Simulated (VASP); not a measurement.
# Zn (C2/m) in VASP: density of states with PBE

Aim: the density of states of Zn with PBE.

Everything below comes from runs of VASP 6.6.1. Logs are shortened: lines on timing, memory, paths and dates and some standing lists are left out, and cuts for length are marked.

### 1 The cell of the first run

The structure is monoclinic, space group C2/m (No. 12). The conventional cell has a = 4.558 Å, b = 2.631 Å, c = 7.846 Å, α = 90.00°, β = 101.06°, γ = 90.00°. Zn (site symmetry 2/m) has 12 Zn at 2.63 to 2.99 Å within 3.5 Å. Within 3.5 Å of Zn (site symmetry m) lie 12 Zn at 2.63 to 2.99 Å.

### 2 Density of states, PBE

POSCAR

```
Zn
1.0
    2.2791087387     -1.3152548401      0.0143766197
    2.2791087387      1.3152548401      0.0143766197
   -1.5531197483      0.0000000000      7.6903975857
Zn
3
Direct
    0.0000000000      0.0000000000      0.0000000000
    0.2214949669      0.2214949669      0.6651822690
    0.7785050331      0.7785050331      0.3348177310
```

INCAR.step1

```
PREC = Accurate ; ENCUT = 520
EDIFF = 1E-7 ; ISMEAR = 0
SIGMA = 0.1 ; LREAL = F
LASPH = T ; NELM = 100
ALGO = Normal ; ISIF = 2
LWAVE = F ; LCHARG = T
GGA = PE ; NBANDS = 25
```

KPOINTS.step1

```
Automatic mesh
0
Gamma
  18 18 6
```

INCAR.step2

```
PREC = Accurate ; ENCUT = 520
EDIFF = 1E-7 ; ISMEAR = -5
SIGMA = 0.1 ; LREAL = F
LASPH = T ; NELM = 100
ALGO = Normal ; ISIF = 2
LWAVE = F ; LCHARG = F
GGA = PE ; LORBIT = 11
NEDOS = 1001 ; ICHARG = 11
```

KPOINTS.step2

```
Automatic mesh
0
Gamma
  27 27 9
```

Potentials or basis: VASP PAW PBE potentials, release 64 (Zn).

The run is started by

```bash
> cat potpaw_PBE.64/Zn/POTCAR > POTCAR
> cp INCAR.step1 INCAR
> cp KPOINTS.step1 KPOINTS
> mpirun -np 1 vasp_std > vasp.out
> cp INCAR.step2 INCAR
> cp KPOINTS.step2 KPOINTS
> mpirun -np 1 vasp_std > vasp.out
```

OUTCAR:

```text
PREC = Accurate
   ENCUT = 520
   EDIFF = 1E-7
   ISMEAR = -5
   LREAL = F
   LASPH = T
   NELM = 100
   ISIF = 2
   GGA = PE
   LORBIT = 11
   ICHARG = 11

 ion  position               nearest neighbor table
   1  0.000  0.000  0.000-   2 2.99   3 2.99   3 2.99   3 2.99   2 2.99   2 2.99
   2  0.221  0.221  0.665-   3 2.96   3 2.96   3 2.96   1 2.99   1 2.99   1 2.99
   3  0.779  0.779  0.335-   2 2.96   2 2.96   2 2.96   1 2.99   1 2.99   1 2.99

  LATTYP: Found a base centered monoclinic cell.
 ALAT       =     4.5583081642
 B/A-ratio  =     0.5770802643
 C/A-ratio  =     1.7211782711
 COS(beta)  =    -0.1917720874

  Lattice vectors:

 A1 = (   2.2791087387,  -1.3152548401,   0.0143766197)
 A2 = (   2.2791087387,   1.3152548401,   0.0143766197)
 A3 = (  -1.5531197483,   0.0000000000,   7.6903975857)

Analysis of symmetry for initial positions (statically):
=====================================================================
 Subroutine PRICEL returns:
 Original cell was already a primitive cell.

 Routine SETGRP: Setting up the symmetry group for a
 base centered monoclinic supercell.

 Subroutine GETGRP returns: Found  4 space group operations
 (whereof  4 operations were pure point group operations)
 out of a pool of  4 trial point group operations.

The static configuration has the point symmetry C_2h.

Analysis of symmetry for dynamics (positions and initial velocities):
=====================================================================
 Subroutine PRICEL returns:
 Original cell was already a primitive cell.

 Routine SETGRP: Setting up the symmetry group for a
 base centered monoclinic supercell.

 Subroutine GETGRP returns: Found  4 space group operations
 (whereof  4 operations were pure point group operations)
 out of a pool of  4 trial point group operations.

The dynamic configuration has the point symmetry C_2h.

 Subroutine INISYM returns: Found  4 space group operations
 (whereof  4 operations are pure point group operations),
 and found     1 'primitive' translations

----------------------------------------------------------------------------------------

                                     Primitive cell

[... 94 lines left out ...]
   EDIFF  = 0.1E-06   stopping-criterion for ELM
   LREAL  =      F    real-space projection
   EDIFFG = 0.1E-05   stopping-criterion for IOM
   NSW    =      0    number of steps for IOM
   IBRION =     -1    ionic relax: 0-MD 1-quasi-New 2-CG
   NFREE  =      0    steps in history (QN), initial steepest desc. (CG)
   ISIF   =      2    stress and relaxation
   ISYM   =      2    0-nonsym 1-usesym 2-fastsym
   POTIM  = 0.5000    time-step for ionic-motion
   TEBEG  =    0.0;   TEEND  =   0.0 temperature during run
   PSTRESS=    0.0 pullay stress
   NELECT =      36.0000    total number of electrons
   NUPDOWN=      -1.0000    fix difference up-down
   EMIN   =  10.00;   EMAX   =-10.00  energy-range for DOS
   EFERMI =   0.00;   METHOD = LEGACY
   ISMEAR =    -5;   SIGMA  =   0.10  broadening in eV -4-tet -1-fermi 0-gaus
   EFERMI_NEDOS =   21; number of points for ismear=-14 and -15
   IALGO  =     38    algorithm
   IMIX   =      4    mixing-type and parameters
     AMIX     =   0.40;   BMIX     =  1.00
     AMIX_MAG =   1.60;   BMIX_MAG =  1.00
  volume/ion in A,a.u.               =      15.39       103.84
  Fermi-wavevector in a.u.,A,eV,Ry     =   1.506862  2.847556 30.893834  2.270633
  Thomas-Fermi vector in A             =   2.617524
   LORBIT       =     11    0 simple, 1 ext, 2 COOP (PROOUT), +10 PAW based schemes
   GGA     = PE    functional components
   LHFCALC =     F    Hartree Fock is set to
   AEXX    =    0.0000 exact exchange contribution
   IVDW    =     0    specifies the selected vdW correction
   LEPSILON=     F    determine dielectric tensor
   LRPA    =     F    only Hartree local field effects (RPA)
 non-spin polarized calculation
 Fermi weights with tetrahedron method with Bloechl corrections
  energy-cutoff  :      520.00
  volume of cell :       46.16
 maximum number of plane-waves:      1269

 number of electron      35.9999980 magnetization

 Free energy of the ion-electron system (eV)
  ---------------------------------------------------
  ext. energy  EPLUGINS =         0.00000000
  ---------------------------------------------------
  free energy    TOTEN  =        -3.30565330 eV

  energy without entropy =       -3.30565330  energy(sigma->0) =       -3.30565330

 E-fermi :   2.9650     XC(G=0): -11.4765

 val. band max:        3.0826009493   @ k =  -0.2593   0.3333   0.1111
 cond. band min:       2.9405060752   @ k =   0.3333   0.1852   0.4444
 fundamental gap:     -0.1420948740
 Fermi energy:         2.9649726515

 k-point     1 :       0.0000    0.0000    0.0000
  band No.  band energies     occupation
      1      -7.3028      2.00000
      2      -5.8094      2.00000
      3      -5.7988      2.00000
      4      -4.9396      2.00000
      5      -4.6629      2.00000
      6      -4.6606      2.00000
[... 589 lines left out ...]
     21       8.0150      0.00000
     22       8.5812      0.00000

 [... further k-points ...]

------------------------ aborting loop because EDIFF is reached ----------------------------------------

  FORCE on cell =-STRESS in cart. coord.  units (eV):
  Direction    XX          YY          ZZ          XY          YZ          ZX
  --------------------------------------------------------------------------------------
  -------------------------------------------------------------------------------------
  Total        0.1066535      0.1147008     -0.0634328      0.0000000      0.0000000     -0.0160672
  in kB        3.7015111      3.9808009     -2.2014943      0.0000000      0.0000000     -0.5576257
  external PRESSURE =       1.8269393 kB  Pullay stress =       0.0000000 kB

 VOLUME and BASIS-vectors are now :
 -----------------------------------------------------------------------------
  energy-cutoff  :      520.00
  volume of cell :       46.16
      direct lattice vectors                 reciprocal lattice vectors
     2.279108739 -1.315254840  0.014376620     0.219104878 -0.380154465  0.044249482
     2.279108739  1.315254840  0.014376620     0.219104878  0.380154465  0.044249482
    -1.553119748  0.000000000  7.690397586    -0.000819200  0.000000000  0.129866847

 POSITION                                       TOTAL-FORCE (eV/Angst)
 -----------------------------------------------------------------------------------
      0.00000      0.00000      0.00000        -0.000000      0.000000      0.000000
     -0.02349      0.00000      5.12188         0.000334      0.000000     -0.000667
      3.02858      0.00000      2.59727        -0.000334      0.000000      0.000667
 -----------------------------------------------------------------------------------
    total drift:                                0.000000     -0.000000      0.000000

  FREE ENERGIE OF THE ION-ELECTRON SYSTEM (eV)
  ---------------------------------------------------
  free  energy   TOTEN  =        -3.3056533038 eV

  energy  without entropy=       -3.3056533038  energy(sigma->0) =       -3.30565330

 total charge

# of ion       s       p       d       tot
------------------------------------------
    1        0.596   0.449   9.718  10.763
    2        0.601   0.447   9.720  10.768
    3        0.601   0.447   9.720  10.768
--------------------------------------------------
tot          1.798   1.344  29.158  32.299
```

OUTCAR.step1:

```text
PREC = Accurate
   ENCUT = 520
   EDIFF = 1E-7
   ISMEAR = 0
   LREAL = F
[... 900 lines left out ...]
      0.00000      0.00000      0.00000         0.000000      0.000000     -0.000000
     -0.02349      0.00000      5.12188        -0.000075     -0.000000     -0.000349
      3.02858      0.00000      2.59727         0.000075     -0.000000      0.000349
 -----------------------------------------------------------------------------------
    total drift:                               -0.000000     -0.000000     -0.000000

  FREE ENERGIE OF THE ION-ELECTRON SYSTEM (eV)
  ---------------------------------------------------
  free  energy   TOTEN  =        -3.3147945650 eV

  energy  without entropy=       -3.3120288178  energy(sigma->0) =       -3.31341169
```

Wall time 22 min (1 thread of Intel Xeon Platinum 8259CL at 2.50GHz (Skylake/Cascade Lake), shared host); peak memory 1.3 GiB.

What came out:

| Property | Result |
| --- | --- |
| Valence electrons inside the program's atomic spheres | Zn 10.76, 10.77 |

Levels at points of the mesh, in eV from the Fermi level:
```
           k point  band 14  band 15  band 16  band 17  band 18  band 19  band 20  band 21  band 22
(0.00, 0.00, 0.00)    -7.07    -7.07    -7.07    -6.81    -6.76     0.94     1.01    11.98    15.83
```

Caveat: tetrahedron occupations give inexact forces and stress in metals.
